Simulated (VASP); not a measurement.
# Cl (Cmce) in VASP: notebook, part 2 of 2

VASP 6.6.1. Earlier steps stand in the parts before.

## (3) Single point, PBE

Contents of INCAR:

```
PREC = Accurate ; ENCUT = 520
EDIFF = 1E-6 ; ISMEAR = 0
SIGMA = 0.02 ; LREAL = False
LASPH = True ; NELM = 80
ALGO = Normal ; ISIF = 2
LWAVE = False ; LCHARG = False
GGA = PE ; NBANDS = 22
```

Contents of KPOINTS:

```
regular mesh
0
Gamma
  8 8 4
```

Contents of POSCAR:

```
Cl
1.0
    3.9523608074     -2.1474170618      0.0000000000
    3.9523608074      2.1474170618      0.0000000000
    0.0000000000      0.0000000000      8.3364627964
Cl
4
Direct
    0.1134491445      0.8865508555      0.1065231886
    0.6134491445      0.3865508555      0.3934768114
    0.8865508555      0.1134491445      0.8934768114
    0.3865508555      0.6134491445      0.6065231886
```

Potentials or basis: VASP PAW PBE potentials, release 64 (Cl).

The run is started by

```console
$ cat potpaw_PBE.64/Cl/POTCAR > POTCAR
$ mpirun -np 1 vasp_std > vasp.out
```

OUTCAR:

```text
PREC = Accurate
   ENCUT = 520
   EDIFF = 1E-6
   ISMEAR = 0
   LREAL = False
   LASPH = True
   NELM = 80
   ISIF = 2
   GGA = PE

 ion  position               nearest neighbor table
   1  0.113  0.887  0.107-   3 2.03
   2  0.613  0.387  0.393-   4 2.03
   3  0.887  0.113  0.893-   1 2.03
   4  0.387  0.613  0.607-   2 2.03

  LATTYP: Found a base centered orthorhombic cell.
 ALAT       =     4.2948341236
 B/A-ratio  =     1.8405184897
 C/A-ratio  =     1.9410441839

  Lattice vectors:

 A1 = (  -3.9523608074,  -2.1474170618,   0.0000000000)
 A2 = (   3.9523608074,  -2.1474170618,   0.0000000000)
 A3 = (   0.0000000000,   0.0000000000,   8.3364627964)

Analysis of symmetry for initial positions (statically):
=====================================================================
 Subroutine PRICEL returns:
 Original cell was already a primitive cell.

 Routine SETGRP: Setting up the symmetry group for a
 base centered orthorhombic supercell.

 Subroutine GETGRP returns: Found  8 space group operations
 (whereof  4 operations were pure point group operations)
 out of a pool of  8 trial point group operations.

The static configuration has the point symmetry C_2h.
 The point group associated with its full space group is D_2h.

Analysis of symmetry for dynamics (positions and initial velocities):
=====================================================================
 Subroutine PRICEL returns:
 Original cell was already a primitive cell.

 Routine SETGRP: Setting up the symmetry group for a
 base centered orthorhombic supercell.

 Subroutine GETGRP returns: Found  8 space group operations
 (whereof  4 operations were pure point group operations)
 out of a pool of  8 trial point group operations.

The dynamic configuration has the point symmetry C_2h.
[... 120 lines left out ...]
   EFERMI_NEDOS =   21; number of points for ismear=-14 and -15
   IALGO  =     38    algorithm
   IMIX   =      4    mixing-type and parameters
     AMIX     =   0.40;   BMIX     =  1.00
     AMIX_MAG =   1.60;   BMIX_MAG =  1.00
  volume/ion in A,a.u.               =      35.38       238.74
  Fermi-wavevector in a.u.,A,eV,Ry     =   0.953965  1.802733 12.381979  0.910050
  Thomas-Fermi vector in A             =   2.082669
   LORBIT       =      0    0 simple, 1 ext, 2 COOP (PROOUT), +10 PAW based schemes
   GGA     = PE    functional components
   LHFCALC =     F    Hartree Fock is set to
   AEXX    =    0.0000 exact exchange contribution
   IVDW    =     0    specifies the selected vdW correction
   LEPSILON=     F    determine dielectric tensor
   LRPA    =     F    only Hartree local field effects (RPA)
 non-spin polarized calculation
 Gauss-broadening in eV      SIGMA  =   0.02
  energy-cutoff  :      520.00
  volume of cell :      141.51
 maximum number of plane-waves:      3843
 NGX is ok and might be reduce to    36
   NGX = 17   NGY = 17   NGZ = 31

 number of electron      28.0000000 magnetization

 Free energy of the ion-electron system (eV)
  ---------------------------------------------------
  ext. energy  EPLUGINS =         0.00000000
  ---------------------------------------------------
  free energy    TOTEN  =        -7.39597463 eV

  energy without entropy =       -7.39597463  energy(sigma->0) =       -7.39597463

 E-fermi :  -1.6894     XC(G=0):  -6.8278

 val. band max:       -1.8122472000   @ k =   0.0000   0.0000   0.0000
 cond. band min:       0.5316787647   @ k =   0.0000   0.0000   0.0000
 fundamental gap:      2.3439259647
 Fermi energy:        -1.6894490552

 k-point     1 :       0.0000    0.0000    0.0000
  band No.  band energies     occupation
      1     -18.2769      2.00000
      2     -18.0485      2.00000
      3     -14.4940      2.00000
      4     -13.8639      2.00000
      5      -7.1724      2.00000
      6      -6.1829      2.00000
[... 589 lines left out ...]
     21       8.2977      0.00000
     22       8.6131      0.00000

 [... further k-points ...]

------------------------ aborting loop because EDIFF is reached ----------------------------------------

  FORCE on cell =-STRESS in cart. coord.  units (eV):
  Direction    XX          YY          ZZ          XY          YZ          ZX
  --------------------------------------------------------------------------------------
  -------------------------------------------------------------------------------------
  Total       -0.0389715     -0.1749576     -0.5424359      0.0000000     -0.0000000      0.0000000
  in kB       -0.4412376     -1.9808824     -6.1414963      0.0000000     -0.0000000      0.0000000
  external PRESSURE =      -2.8545388 kB  Pullay stress =       0.0000000 kB

 VOLUME and BASIS-vectors are now :
 -----------------------------------------------------------------------------
  energy-cutoff  :      520.00
  volume of cell :      141.51
      direct lattice vectors                 reciprocal lattice vectors
     3.952360807 -2.147417062  0.000000000     0.126506669 -0.232837863  0.000000000
     3.952360807  2.147417062  0.000000000     0.126506669  0.232837863  0.000000000
     0.000000000  0.000000000  8.336462796     0.000000000  0.000000000  0.119954953

 POSITION                                       TOTAL-FORCE (eV/Angst)
 -----------------------------------------------------------------------------------
      3.95236      1.66017      0.88803         0.000000      0.081935     -0.155984
      3.95236     -0.48725      3.28020         0.000000      0.081935      0.155984
      3.95236     -1.66017      7.44844         0.000000     -0.081935      0.155984
      3.95236      0.48725      5.05626         0.000000     -0.081935     -0.155984
 -----------------------------------------------------------------------------------
    total drift:                               -0.000000      0.000000     -0.000000

  FREE ENERGIE OF THE ION-ELECTRON SYSTEM (eV)
  ---------------------------------------------------
  free  energy   TOTEN  =        -7.3959746268 eV

  energy  without entropy=       -7.3959746268  energy(sigma->0) =       -7.39597463
```

OSZICAR:

```text
N       E                     dE             d eps       ncg     rms          rms(c)
DAV:   1     0.191176467737E+03    0.19118E+03   -0.11484E+04  2772   0.105E+03
DAV:   2     0.867919197721E+01   -0.18250E+03   -0.17627E+03  3922   0.198E+02
DAV:   3    -0.765525494793E+01   -0.16334E+02   -0.16267E+02  3598   0.676E+01
DAV:   4    -0.787239292983E+01   -0.21714E+00   -0.21705E+00  3656   0.935E+00
DAV:   5    -0.787627636671E+01   -0.38834E-02   -0.38833E-02  3720   0.125E+00    0.152E+01
DAV:   6    -0.751943601407E+01    0.35684E+00   -0.24844E-01  3396   0.277E+00    0.999E+00
DAV:   7    -0.740832693700E+01    0.11111E+00   -0.55300E-01  3432   0.402E+00    0.857E-01
DAV:   8    -0.739567136386E+01    0.12656E-01   -0.69156E-02  3090   0.155E+00    0.397E-01
DAV:   9    -0.739584025151E+01   -0.16889E-03   -0.17896E-03  3490   0.258E-01    0.783E-02
DAV:  10    -0.739596581212E+01   -0.12556E-03   -0.16764E-04  3788   0.814E-02    0.620E-02
DAV:  11    -0.739597374871E+01   -0.79366E-05   -0.47856E-05  3462   0.392E-02    0.129E-02
DAV:  12    -0.739597462682E+01   -0.87811E-06   -0.47041E-06  3390   0.136E-02
   1 F= -.73959746E+01 E0= -.73959746E+01  d E =-.196443E-20
```

stdout:

```text
POSCAR found type information on POSCAR Cl
 POSCAR found :  1 types and       4 ions
 scaLAPACK will be used
 LDA part: xc-table for (Slater+PW92), standard interpolation
 POSCAR, INCAR and KPOINTS ok, starting setup
 FFT: planning ... GRIDC
 FFT: planning ... GRID_SOFT
 FFT: planning ... GRID
 WAVECAR not read
 entering main loop
```

Wall time 3.5 min (1 thread of Intel Xeon 8259CL, shared host); peak memory 0.34 GiB.

What came out:

- Free energy: -7.3960 eV
- Pressure: -0.3 GPa
- Largest force: 0.176 eV/Å
- Band gap on the k mesh: 2.34 eV

Forces on the atoms (eV/Å):
```
Cl   0.000  0.082 -0.156
Cl   0.000  0.082  0.156
Cl   0.000 -0.082  0.156
Cl   0.000 -0.082 -0.156
```

Caveat: this functional lacks dispersion, which holds the molecules together, so the pressure and a relaxed volume are unreliable.

## (4) Relaxation of cell and atoms, PBE

This run uses another cell than the first one, of 28.86 Å³/atom.

Contents of INCAR:

```
PREC     = Accurate       # precision mode
ENCUT    = 600            # plane-wave cutoff, eV
EDIFF    = 1E-6           # SCF threshold, eV
ISMEAR   = 0              # smearing method
SIGMA    = 0.02           # smearing width, eV
LREAL    = F              # projectors in reciprocal space
LASPH    = T              # aspherical terms in the spheres
NELM     = 80             # most SCF steps
ALGO     = Normal         # electronic algorithm
ISIF     = 3              # what is computed and relaxed
LWAVE    = F              # write WAVECAR
LCHARG   = F              # write CHGCAR
GGA      = PE             # functional
IBRION   = 2              # ionic algorithm
NSW      = 100            # ionic steps
EDIFFG   = -0.01          # ionic threshold
```

Contents of KPOINTS:

```
Automatic mesh
0
Gamma
  8 8 4
```

Contents of POSCAR:

```
Cl
1.0
    3.1200000000     -2.2400000000      0.0000000000
    3.1200000000      2.2400000000      0.0000000000
    0.0000000000      0.0000000000      8.2600000000
Cl
4
Direct
    0.1300000000      0.8700000000      0.1000000000
    0.6300000000      0.3700000000      0.4000000000
    0.8700000000      0.1300000000      0.9000000000
    0.3700000000      0.6300000000      0.6000000000
```

The run is started by

```console
$ cat potpaw_PBE.64/Cl/POTCAR > POTCAR
$ mpirun -np 1 vasp_std > vasp.out
```

Run time: 35 min. Hardware: 1 thread of Intel Xeon 8259CL, shared host; peak memory 0.33 GiB.

The run converged. Its results:

* Free energy: -7.3912 eV
* Relaxed volume: 34.30 Å³/atom
* Relaxed cell: a = 4.363 Å, b = 4.363 Å, c = 8.306 Å, α = 90.00°, β = 90.00°, γ = 60.21°
* Space group after relaxing (to 0.1 Å): Cmce (No. 64)
* Energy gained by relaxing: 21.8 meV/atom
* Ionic steps: 20
* Pressure after relaxing: 0.0 GPa
* Largest force after relaxing: 0.007 eV/Å
* Band gap on the k mesh: 2.47 eV

Forces in eV/Å, atoms in the order of the input:
```
Cl   0.000  0.007 -0.003
Cl   0.000  0.007  0.003
Cl   0.000 -0.007  0.003
Cl   0.000 -0.007 -0.003
```

Step by step:
```
step  energy change (eV)  largest force (eV/Å)  pressure (GPa)  volume (Å³)
   1              0.0000                0.2532            0.20       115.45
   2             -0.0102                0.3038            1.19       116.06
   3             -0.0111                0.1916            0.97       115.93
   4             -0.0239                0.1683            0.81       117.83
   5             -0.0521                0.1014            0.43       123.61
   6             -0.0759                0.0601           -0.12       135.52
   7             -0.0770                0.0912           -0.22       138.42
   8             -0.0720                0.3726            0.52       139.81
   9             -0.0782                0.0516            0.01       138.86
  10             -0.0792                0.0509            0.00       139.23
  11             -0.0815                0.0467            0.00       140.34
  12             -0.0835                0.0292           -0.01       142.46
  13             -0.0812                0.2215           -0.43       142.39
  14             -0.0837                0.0305           -0.10       142.44
  15             -0.0844                0.0259           -0.09       141.90
  16             -0.0860                0.0145           -0.05       140.27
  17             -0.0873                0.0090            0.04       136.97
  18             -0.0873                0.0080            0.03       137.22
  19             -0.0869                0.0818           -0.13       137.24
  20             -0.0873                0.0073            0.01       137.22
```

Final structure:
```
CELL_PARAMETERS angstrom
3.77437 -2.18846 0.00000
3.77437 2.18846 0.00000
0.00000 0.00000 8.30620
ATOMIC_POSITIONS crystal
Cl 0.11450 0.88550 0.10508
Cl 0.61450 0.38550 0.39492
Cl 0.88550 0.11450 0.89492
Cl 0.38550 0.61450 0.60508
```

Levels at points of the mesh, in eV from the valence-band top:
```tsv
k point	band 11	band 12	band 13	band 14	band 15	band 16	band 17	band 18
(0.00, 0.00, 0.00)	-0.75	-0.26	-0.20	0.00	2.47	3.15	6.29	7.08
(0.50, 0.00, 0.00)	-0.48	-0.48	-0.26	-0.26	3.00	3.00	8.00	8.00
(0.50, 0.50, 0.00)	-0.83	-0.82	-0.20	-0.02	2.55	3.08	8.50	8.97
(0.00, 0.00, 0.50)	-0.56	-0.56	-0.12	-0.12	2.74	2.74	6.85	6.85
(0.50, 0.00, 0.50)	-0.36	-0.36	-0.10	-0.10	2.84	2.84	8.17	8.17
(0.50, 0.50, 0.50)	-0.59	-0.59	-0.41	-0.41	2.77	2.77	9.06	9.06
```

Caveat: the volume moved by over 15 % at a fixed basis, so the end points are rough; this functional lacks dispersion, which holds the molecules together, so the pressure and a relaxed volume are unreliable.
